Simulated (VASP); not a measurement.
# SrTiO3 (I4/mcm) in VASP: single point with r2SCAN

Aim: the single point of SrTiO3 with r2SCAN.

All numbers are computed with VASP 6.6.1; they aren't measurements. Logs are shortened: lines on timing, memory, paths and dates and some standing lists are left out, and cuts for length are marked.

## 1. The cell of the first run

It takes space group I4/mcm (No. 140, tetragonal). Conventional cell: a = 5.519 Å, b = 5.519 Å, c = 7.828 Å, α = 90.00°, β = 90.00°, γ = 90.00°. Sr (site symmetry -42m) has 12 O at 2.67 to 2.86 Å and 8 Ti at 3.38 Å within 3.5 Å. Within 2.6 Å of Ti (site symmetry 4/m) lie 6 O at 1.96 Å. Within 2.9 Å of O (site symmetry m2m) lie 2 Ti at 1.96 Å and 4 Sr at 2.67 to 2.86 Å and 8 O at 2.77 Å. Within 2.6 Å of O (site symmetry 422) lie 2 Ti at 1.96 Å.

## 2. Single point, r2SCAN

File POSCAR:

```
SrTiO3
1.0
   -2.7593541496      2.7593541496      3.9142094017
    2.7593541496     -2.7593541496      3.9142094017
    2.7593541496      2.7593541496     -3.9142094017
Sr Ti O
2 2 6
Direct
    0.7500000000      0.2500000000      0.5000000000
    0.2500000000      0.7500000000      0.5000000000
    0.0000000000      0.0000000000      0.0000000000
    0.5000000000      0.5000000000      0.0000000000
    0.7667405424      0.2667405424      0.0334810848
    0.2667405424      0.2332594576      0.5000000000
    0.7332594576      0.7667405424      0.5000000000
    0.2332594576      0.7332594576      0.9665189152
    0.7500000000      0.7500000000      0.0000000000
    0.2500000000      0.2500000000      0.0000000000
```

File INCAR.step1:

```
PREC = Accurate ; ENCUT = 660
ISMEAR = 0 ; SIGMA = 0.02
LREAL = F ; LASPH = T
NELM = 120 ; NBANDS = 51
GGA = PE ; ALGO = Normal
EDIFF = 1E-5 ; LWAVE = T
LCHARG = F ; GGA_COMPAT = F
```

File INCAR.step2:

```
PREC = Accurate ; ENCUT = 660
EDIFF = 1E-6 ; ISMEAR = 0
SIGMA = 0.02 ; LREAL = F
LASPH = T ; NELM = 120
ALGO = Normal ; ISIF = 2
LWAVE = F ; LCHARG = F
METAGGA = R2SCAN ; LMIXTAU = T
NBANDS = 51 ; ISTART = 1
GGA_COMPAT = F
```

File KPOINTS:

```
Automatic mesh
0
Gamma
  8 8 8
```

Potentials or basis: VASP PAW PBE potentials, release 64 (Sr_sv, Ti_sv, O).

The run is started by

```sh
$ cat potpaw_PBE.64/Sr_sv/POTCAR potpaw_PBE.64/Ti_sv/POTCAR potpaw_PBE.64/O/POTCAR > POTCAR
$ cp INCAR.step1 INCAR
$ mpirun -np 1 vasp_std > vasp.out
$ cp INCAR.step2 INCAR
$ mpirun -np 1 vasp_std > vasp.out
```

OUTCAR:

```text
PREC = Accurate
   ENCUT = 660
   EDIFF = 1E-6
   ISMEAR = 0
   LREAL = F
   LASPH = T
   NELM = 120
   ISIF = 2
   METAGGA = R2SCAN
   ISTART = 1

 ion  position               nearest neighbor table
   1  0.750  0.250  0.500-   8 2.67   6 2.67   7 2.67   5 2.67   9 2.76  10 2.76   9 2.76  10 2.76
                             6 2.86   7 2.86   8 2.86   5 2.86   3 3.38   3 3.38   4 3.38   4 3.38
   2  0.250  0.750  0.500-   5 2.67   6 2.67   7 2.67   8 2.67   9 2.76  10 2.76  10 2.76   9 2.76
                             5 2.86   7 2.86   6 2.86   8 2.86   4 3.38   3 3.38   4 3.38   3 3.38
   3  0.000  0.000  0.000-   5 1.96   6 1.96   8 1.96   7 1.96  10 1.96   9 1.96   1 3.38   2 3.38
                             1 3.38   1 3.38   2 3.38   2 3.38   1 3.38   2 3.38
   4  0.500  0.500  0.000-   5 1.96   7 1.96   8 1.96   6 1.96  10 1.96   9 1.96   1 3.38   2 3.38
                             2 3.38   1 3.38   2 3.38   1 3.38   2 3.38   1 3.38
   5  0.767  0.267  0.033-   3 1.96   4 1.96   2 2.67   1 2.67   2 2.86   1 2.86
   6  0.267  0.233  0.500-   4 1.96   3 1.96   1 2.67   2 2.67   2 2.86   1 2.86
   7  0.733  0.767  0.500-   3 1.96   4 1.96   1 2.67   2 2.67   2 2.86   1 2.86
   8  0.233  0.733  0.967-   3 1.96   4 1.96   1 2.67   2 2.67   1 2.86   2 2.86
   9  0.750  0.750  0.000-   3 1.96   4 1.96   1 2.76   2 2.76   1 2.76   2 2.76
  10  0.250  0.250  0.000-   3 1.96   4 1.96   1 2.76   2 2.76   2 2.76   1 2.76

  LATTYP: Found a body centered tetragonal cell.
 ALAT       =     5.5187082992
 C/A-ratio  =     1.4185237521

  Lattice vectors:

 A1 = (  -2.7593541496,   2.7593541496,   3.9142094017)
 A2 = (   2.7593541496,  -2.7593541496,   3.9142094017)
 A3 = (   2.7593541496,   2.7593541496,  -3.9142094017)

Analysis of symmetry for initial positions (statically):
=====================================================================
 Subroutine PRICEL returns:
 Original cell was already a primitive cell.

 Routine SETGRP: Setting up the symmetry group for a
 body centered tetragonal supercell.

 Subroutine GETGRP returns: Found 16 space group operations
 (whereof  8 operations were pure point group operations)
 out of a pool of 16 trial point group operations.

The static configuration has the point symmetry C_4h.
 The point group associated with its full space group is D_4h.

Analysis of symmetry for dynamics (positions and initial velocities):
=====================================================================
 Subroutine PRICEL returns:
 Original cell was already a primitive cell.

 Routine SETGRP: Setting up the symmetry group for a
 body centered tetragonal supercell.

 Subroutine GETGRP returns: Found 16 space group operations
 (whereof  8 operations were pure point group operations)
 out of a pool of 16 trial point group operations.

The dynamic configuration has the point symmetry C_4h.
 The point group associated with its full space group is D_4h.

 Subroutine INISYM returns: Found 16 space group operations
 (whereof  8 operations are pure point group operations),
 and found     1 'primitive' translations

----------------------------------------------------------------------------------------

                                     Primitive cell

  volume of cell :     119.2117

  direct lattice vectors                    reciprocal lattice vectors
    -2.759354150  2.759354150  3.914209402     0.000000000  0.181201822  0.127739717
     2.759354150 -2.759354150  3.914209402     0.181201822  0.000000000  0.127739717
     2.759354150  2.759354150 -3.914209402     0.181201822  0.181201822  0.000000000

  length of vectors
     5.527124559  5.527124559  5.527124559     0.221701456  0.221701456  0.256258074

  position of ions in fractional coordinates (direct lattice)
     0.750000000  0.250000000  0.500000000
     0.250000000  0.750000000  0.500000000
     0.000000000  0.000000000  0.000000000
     0.500000000  0.500000000  0.000000000
     0.766740542  0.266740542  0.033481085
     0.266740542  0.233259458  0.500000000
     0.733259458  0.766740542  0.500000000
     0.233259458  0.733259458  0.966518915
     0.750000000  0.750000000  0.000000000
     0.250000000  0.250000000  0.000000000

  ion indices of the primitive-cell ions
   primitive index   ion index
                 1           1
                 2           2
                 3           3
                 4           4
                 5           5
                 6           6
                 7           7
                 8           8
                 9           9
                10          10

----------------------------------------------------------------------------------------

 KPOINTS: Automatic mesh

Automatic generation of k-mesh.
 Grid dimensions read from file:
 generate k-points for:    8    8    8

 Generating k-lattice:

  Cartesian coordinates                     Fractional coordinates (reciprocal lattice)
     0.000000000  0.022650228  0.015967465     0.125000000  0.000000000 -0.000000000
     0.022650228  0.000000000  0.015967465     0.000000000  0.125000000 -0.000000000
     0.022650228  0.022650228  0.000000000     0.000000000  0.000000000  0.125000000

  Length of vectors
     0.027712682  0.027712682  0.032032259

  Shift w.r.t. Gamma in fractional coordinates (k-lattice)
     0.000000000  0.000000000  0.000000000

 Subroutine IBZKPT returns following result:
 ===========================================

 Found     59 irreducible k-points:

 Following reciprocal coordinates:
            Coordinates               Weight
  0.000000  0.000000  0.000000      1.000000
  0.125000  0.000000  0.000000      8.000000
  0.250000  0.000000  0.000000      8.000000
  0.375000  0.000000 -0.000000      8.000000
  0.500000  0.000000  0.000000      4.000000
  0.125000  0.125000  0.000000      8.000000
[... 16 lines left out ...]
  0.250000  0.125000  0.125000     16.000000
  0.375000  0.125000  0.125000      8.000000
 [... further k-points ...]
   k-points           NKPTS =     59   k-points in BZ     NKDIM =     59   number of bands    NBANDS=     51
   number of dos      NEDOS =    301   number of ions     NIONS =     10
   total plane-waves  NPLWV = 110592
   dimension x,y,z NGX =    48 NGY =   48 NGZ =   48
   dimension x,y,z NGXF=    96 NGYF=   96 NGZF=   96
   ions per type =               2   2   6
   NGX,Y,Z   is equivalent  to a cutoff of  14.44, 14.44, 14.44 a.u.
   NGXF,Y,Z  is equivalent  to a cutoff of  28.88, 28.88, 28.88 a.u.
 SYSTEM =  unknown system
   PREC   = accura    normal or accurate (medium, high low for compatibility)
   ISTART =      1    job   : 0-new  1-cont  2-samecut
   ICHARG =      0    charge: 1-file 2-atom 10-const
   ISPIN  =      1    spin polarized calculation?
   LNONCOLLINEAR =      F non collinear calculations
   LSORBIT =      F    spin-orbit coupling
   LASPH  =      T    aspherical Exc in radial PAW
   ENCUT  =  660.0 eV  48.51 Ry    6.96 a.u.  11.58 11.58 11.58*2*pi/ulx,y,z
   NELM   =    120;   NELMIN=  2; NELMDL=  0     # of ELM steps
   EDIFF  = 0.1E-05   stopping-criterion for ELM
   LREAL  =      F    real-space projection
   EDIFFG = 0.1E-04   stopping-criterion for IOM
   NSW    =      0    number of steps for IOM
   IBRION =     -1    ionic relax: 0-MD 1-quasi-New 2-CG
   NFREE  =      0    steps in history (QN), initial steepest desc. (CG)
   ISIF   =      2    stress and relaxation
   ISYM   =      2    0-nonsym 1-usesym 2-fastsym
   POTIM  = 0.5000    time-step for ionic-motion
   TEBEG  =    0.0;   TEEND  =   0.0 temperature during run
   PSTRESS=    0.0 pullay stress
   NELECT =      80.0000    total number of electrons
   NUPDOWN=      -1.0000    fix difference up-down
   EMIN   =  10.00;   EMAX   =-10.00  energy-range for DOS
   EFERMI =   0.00;   METHOD = LEGACY
   ISMEAR =     0;   SIGMA  =   0.02  broadening in eV -4-tet -1-fermi 0-gaus
   EFERMI_NEDOS =   21; number of points for ismear=-14 and -15
   IALGO  =     38    algorithm
   IMIX   =      4    mixing-type and parameters
     AMIX     =   0.40;   BMIX     =  1.00
     AMIX_MAG =   1.60;   BMIX_MAG =  1.00
  volume/ion in A,a.u.               =      11.92        80.45
  Fermi-wavevector in a.u.,A,eV,Ry     =   1.433283  2.708512 27.950437  2.054299
  Thomas-Fermi vector in A             =   2.552818
   LORBIT       =      0    0 simple, 1 ext, 2 COOP (PROOUT), +10 PAW based schemes
   METAGGA = R2SCAN    functional components
   LHFCALC =     F    Hartree Fock is set to
   AEXX    =    0.0000 exact exchange contribution
   IVDW    =     0    specifies the selected vdW correction
   LEPSILON=     F    determine dielectric tensor
   LRPA    =     F    only Hartree local field effects (RPA)
 non-spin polarized calculation
 Gauss-broadening in eV      SIGMA  =   0.02
  energy-cutoff  :      660.00
  volume of cell :      119.21
 maximum number of plane-waves:      4629
 NGX is ok and might be reduce to    48
   NGX = 23   NGY = 23   NGZ = 23

 number of electron      79.9999998 magnetization

 Free energy of the ion-electron system (eV)
  ---------------------------------------------------
  ext. energy  EPLUGINS =         0.00000000
  ---------------------------------------------------
  free energy    TOTEN  =      -126.69311184 eV

  energy without entropy =     -126.69311184  energy(sigma->0) =     -126.69311184

 E-fermi :   3.8825     XC(G=0): -11.9276

 val. band max:        3.7795971879   @ k =   0.0000   0.0000   0.0000
 cond. band min:       6.1028271058   @ k =   0.0000   0.0000   0.0000
 fundamental gap:      2.3232299179
 Fermi energy:         3.8825162274

 k-point     1 :       0.0000    0.0000    0.0000
  band No.  band energies     occupation
      1     -54.8739      2.00000
      2     -54.8689      2.00000
      3     -30.1399      2.00000
      4     -30.1399      2.00000
      5     -30.1397      2.00000
      6     -30.0684      2.00000
[... 43 lines left out ...]
     50      10.0045      0.00000
     51      10.9386      0.00000

 k-point     2 :       0.1250    0.0000    0.0000
  band No.  band energies     occupation
      1     -54.8737      2.00000
      2     -54.8691      2.00000
      3     -30.1375      2.00000
      4     -30.1372      2.00000
      5     -30.1371      2.00000
      6     -30.0844      2.00000
[... 43 lines left out ...]
     50      10.1943      0.00000
     51      11.1991      0.00000

 k-point     3 :       0.2500    0.0000    0.0000
  band No.  band energies     occupation
      1     -54.8732      2.00000
      2     -54.8697      2.00000
      3     -30.1334      2.00000
      4     -30.1296      2.00000
      5     -30.1294      2.00000
      6     -30.1100      2.00000
[... 43 lines left out ...]
     50      10.7086      0.00000
     51      11.7419      0.00000
[... 1027 lines left out ...]
 k-point    23 :       0.2500    0.1250    0.1250
  band No.  band energies     occupation
      1     -54.8722      2.00000
      2     -54.8707      2.00000
      3     -30.1564      2.00000
      4     -30.1529      2.00000
      5     -30.1194      2.00000
      6     -30.0939      2.00000
[... 43 lines left out ...]
     50      11.5114      0.00000
     51      11.8264      0.00000

 k-point    24 :       0.3750    0.1250    0.1250
  band No.  band energies     occupation
      1     -54.8714      2.00000
      2     -54.8714      2.00000
      3     -30.1582      2.00000
      4     -30.1582      2.00000
      5     -30.1070      2.00000
      6     -30.1070      2.00000
[... 43 lines left out ...]
     50      11.3084      0.00000
     51      12.0636      0.00000

 [... further k-points ...]
[... 5 lines left out ...]
  --------------------------------------------------------------------------------------
  -------------------------------------------------------------------------------------
  Total        0.4720219      0.4720219      0.4721280      0.0000000     -0.0000000      0.0000000
  in kB        6.3438624      6.3438624      6.3452888      0.0000000     -0.0000000      0.0000000
  external PRESSURE =       6.3443379 kB  Pullay stress =       0.0000000 kB

 VOLUME and BASIS-vectors are now :
 -----------------------------------------------------------------------------
  energy-cutoff  :      660.00
  volume of cell :      119.21
      direct lattice vectors                 reciprocal lattice vectors
    -2.759354150  2.759354150  3.914209402     0.000000000  0.181201822  0.127739717
     2.759354150 -2.759354150  3.914209402     0.181201822  0.000000000  0.127739717
     2.759354150  2.759354150 -3.914209402     0.181201822  0.181201822  0.000000000

 POSITION                                       TOTAL-FORCE (eV/Angst)
 -----------------------------------------------------------------------------------
      0.00000      2.75935      1.95710         0.000000     -0.000000     -0.000000
      2.75935      0.00000      1.95710         0.000000     -0.000000     -0.000000
      0.00000      0.00000      0.00000         0.000000     -0.000000     -0.000000
      0.00000      0.00000      3.91421         0.000000     -0.000000     -0.000000
     -1.28729      1.47206      3.91421        -0.000436     -0.000436      0.000000
      1.28729      1.47206      0.00000         0.000436     -0.000436      0.000000
      1.47206      1.28729      3.91421        -0.000436      0.000436     -0.000000
      4.04665      1.28729      0.00000         0.000436      0.000436     -0.000000
      0.00000      0.00000      5.87131         0.000000     -0.000000     -0.000000
      0.00000      0.00000      1.95710         0.000000     -0.000000     -0.000000
 -----------------------------------------------------------------------------------
    total drift:                               -0.000000     -0.000000      0.000000

  FREE ENERGIE OF THE ION-ELECTRON SYSTEM (eV)
  ---------------------------------------------------
  free  energy   TOTEN  =      -126.6931118390 eV

  energy  without entropy=     -126.6931118390  energy(sigma->0) =     -126.69311184
```

Wall time 73 min (1 thread of Intel Xeon 8259CL, shared host); peak memory 0.65 GiB.

Results:

```yaml
Free_energy: -126.6931 eV
Pressure: 0.6 GPa
Band_gap_on_the_k_mesh: 2.32 eV
```

Levels at points of the mesh, in eV from the valence-band top:
```csv
k point,band 36,band 37,band 38,band 39,band 40,band 41,band 42,band 43,band 44,band 45
"(0.00, 0.00, 0.00)",-0.35,-0.35,-0.07,0.00,0.00,2.32,2.32,2.33,4.49,4.62
"(0.50, 0.00, 0.00)",-0.97,-0.83,-0.83,-0.61,-0.61,3.78,3.78,3.82,3.82,3.85
"(0.50, 0.50, 0.00)",-1.56,-1.50,-0.74,-0.73,-0.07,2.47,4.15,4.16,4.17,4.19
"(0.50, 0.50, 0.50)",-1.54,-1.54,-0.71,-0.71,-0.08,2.49,4.11,4.11,4.26,4.26
```

Caveat: the PAW data sets were made with another functional, which shifts forces and pressure a little.
